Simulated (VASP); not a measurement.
Here is a VASP 6.6.1 calculation.

The input INCAR:

```
SYSTEM = ZnPtC6N6
ALGO = Normal
EDIFF = 1E-6
ENCUT = 520
GGA = PE
ISIF = 2
ISMEAR = -1
LASPH = .True.
LCHARG = .False.
LREAL = .False.
LWAVE = .False.
NBANDS = 51
NELM = 80
PREC = Accurate
SIGMA = 0.05
```

Contents of KPOINTS:

```
k-points
0
Gamma
  6 6 6
  0 0 0
```

File POSCAR:

```
ZnPtC6N6
1.0
    0.0000000000      5.2593000000      5.2593000000
    5.2593000000      0.0000000000      5.2593000000
    5.2593000000      5.2593000000      0.0000000000
Zn Pt C N
1 1 6 6
Direct
    0.5000000000      0.5000000000      0.5000000000
    0.0000000000      0.0000000000      0.0000000000
    0.1902532872      0.1902532872      0.8097467128
    0.8097467128      0.8097467128      0.1902532872
    0.8097467128      0.1902532872      0.1902532872
    0.1902532872      0.8097467128      0.8097467128
    0.1902532872      0.8097467128      0.1902532872
    0.8097467128      0.1902532872      0.8097467128
    0.3001421816      0.3001421816      0.6998578184
    0.6998578184      0.6998578184      0.3001421816
    0.6998578184      0.3001421816      0.3001421816
    0.3001421816      0.6998578184      0.6998578184
    0.3001421816      0.6998578184      0.3001421816
    0.6998578184      0.3001421816      0.6998578184
```

Potentials or basis: VASP PAW PBE potentials, release 64 (Zn, Pt, C, N).

Command:

```sh
$ cat potpaw_PBE.64/Zn/POTCAR potpaw_PBE.64/Pt/POTCAR potpaw_PBE.64/C/POTCAR potpaw_PBE.64/N/POTCAR > POTCAR
$ mpirun -np 1 vasp_std > vasp.out
```

Task: Predict the band gap on the k mesh.

Result: 4.98 eV (least direct gap 5.14 eV).

Task: Predict the pressure.

Result: 2.7 GPa.

Forces in eV/Å, atoms in the order of the input:
```
Zn   0.000  0.000  0.000
Pt   0.000  0.000  0.000
C    0.000  0.000 -0.492
C    0.000  0.000  0.492
C   -0.492  0.000  0.000
C    0.492  0.000  0.000
C    0.000 -0.492  0.000
C    0.000  0.492  0.000
N    0.000  0.000  0.440
N    0.000  0.000 -0.440
N    0.440  0.000  0.000
N   -0.440  0.000  0.000
N    0.000  0.440  0.000
N    0.000 -0.440  0.000
```

Caveat: spin-orbit coupling is left out, which moves the levels of the heavy elements. A k mesh can miss the band edges.
